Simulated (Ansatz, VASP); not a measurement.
ZnTe3P2Pt in VASP and in Ansatz

INCAR

```
SYSTEM = ZnTe3P2Pt
ALGO     = Normal         ! electronic algorithm
EDIFF    = 1E-6           ! SCF threshold, eV
EDIFFG   = -0.08          ! ionic threshold
ENCUT    = 600            ! plane-wave cutoff, eV
GGA      = PE             ! functional
IBRION   = 2              ! ionic algorithm
ISIF     = 3              ! what is computed and relaxed
ISMEAR   = 0              ! smearing method
LASPH    = .True.         ! aspherical terms in the spheres
LCHARG   = .False.        ! write CHGCAR
LREAL    = .False.        ! projectors in reciprocal space
LWAVE    = .False.        ! write WAVECAR
NELM     = 100            ! most SCF steps
NSW      = 36             ! ionic steps
PREC     = Accurate       ! precision mode
SIGMA    = 0.2            ! smearing width, eV
```

KPOINTS

```
k-points
0
Gamma
  3 3 3
  0 0 0
```

POSCAR

```
ZnTe3P2Pt
1.0
    3.0263692100      1.7472750800      5.6246424000
   -3.0263692100      1.7472750800      5.6246424000
    0.0000000000     -3.4945501600      5.6246424000
Zn Te P Pt
1 3 2 1
Direct
    0.0000000000      0.0000000000      0.0000000000
    0.0000000000      0.0000000000      0.5000000000
    0.5000000000      0.0000000000      0.0000000000
    0.0000000000      0.5000000000      0.0000000000
    0.3646063400      0.3646063400      0.3646063400
    0.6353936600      0.6353936600      0.6353936600
    0.5000000000      0.5000000000      0.5000000000
```

Input for Ansatz:

```yaml
crystal:
  lattice:
    - [3.02636921, 1.74727508, 5.6246424]
    - [-3.02636921, 1.74727508, 5.6246424]
    - [0.0, -3.49455016, 5.6246424]
  atoms:
    - { symbol: Zn, position: [0.0, 0.0, 0.0] }
    - { symbol: Te, position: [0.0, 0.0, 0.5] }
    - { symbol: Te, position: [0.5, 0.0, 0.0] }
    - { symbol: Te, position: [0.0, 0.5, 0.0] }
    - { symbol: P, position: [0.36460634, 0.36460634, 0.36460634] }
    - { symbol: P, position: [0.63539366, 0.63539366, 0.63539366] }
    - { symbol: Pt, position: [0.5, 0.5, 0.5] }
basis:
  ecutwfc: 420
kpoints:
  mp_grid: { grid: [3, 3, 3] }
hamiltonian:
  xc: pbe
scf:
  occupations: { method: gaussian, width: 0.2 }
  lower_state_search: "off"
output:
  forces: true
  stress: true
  eigenvalues: true
relax:
  adjacent_minimum: "off"
  f_tol: 0.08
  max_steps: 16
  cell: { stress_tol: 0.8 }
```

Alike in both runs: task relaxation of cell and atoms; functional PBE; k mesh 3 × 3 × 3; occupations gaussian, width 0.2 eV; no spin polarisation.

|  | VASP | Ansatz |
| --- | --- | --- |
| version | VASP 6.6.1 | Ansatz 0.2.0 |
| potentials or method | VASP PAW PBE potentials, release 64 (Zn, Te, P, Pt), cutoff 600 eV | scalar-relativistic, plane waves, PAW |
| valence electrons in the cell | 50 | 88 |

```csv
,VASP,Ansatz,Ansatz less VASP
"gap on the k mesh at the Fermi level, each at its own relaxed structure (eV)",none,none,-
relaxed volume (Å³/atom),24.81,24.71,-0.098
relaxed length of the cell vector where the two differ most in proportion (Å),5.681,5.680,-0.0009
```

A gap of «none» marks a metal or a gap that the smearing closes. VASP's potentials hold 50 valence electrons a cell and Ansatz's 88, so a difference there can come from the potentials and not from the codes.

The k mesh is coarse, so the values compare programs but aren't converged. Neither program's run includes spin-orbit coupling.
